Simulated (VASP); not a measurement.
The system is BaTe.

```xyz
2
Lattice="4.2625 0.0000 0.0000 0.0000 4.2625 0.0000 0.0000 0.0000 4.2625" Properties=species:S:1:pos:R:3 pbc="T T T"
Ba    0.0000    0.0000    0.0000
Te    2.1312    2.1312    2.1312
```

Base run:

```yaml
Program: VASP 6.6.1
Functional: RPBE
Potentials_or_basis: VASP PAW PBE potentials, release 64 (Ba_sv, Te)
Cutoff: 520 eV
k_mesh: 6 × 6 × 6
Occupations: gaussian, width 0.02 eV
Spin: no spin polarisation
```

Its results: band gap on the k mesh 0.88 eV (least direct gap 1.10 eV); pressure 1.4 GPa.

**Question.** The run is repeated on the same cell with these changes: functional from RPBE to PBEsol. What comes out?

**Answer.** Band gap on the k mesh 0.71 eV (least direct gap 0.89 eV); pressure -1.7 GPa.

PBEsol binds more tightly than RPBE, so the same cell stands under less pressure.

Caveats: the PAW data sets were made with another functional, which shifts forces and pressure a little; spin-orbit coupling is left out, which moves the levels of the heavy elements; semilocal functionals underestimate gaps, and a narrow one can read as zero (at least some runs).

A k mesh can miss the band edges.
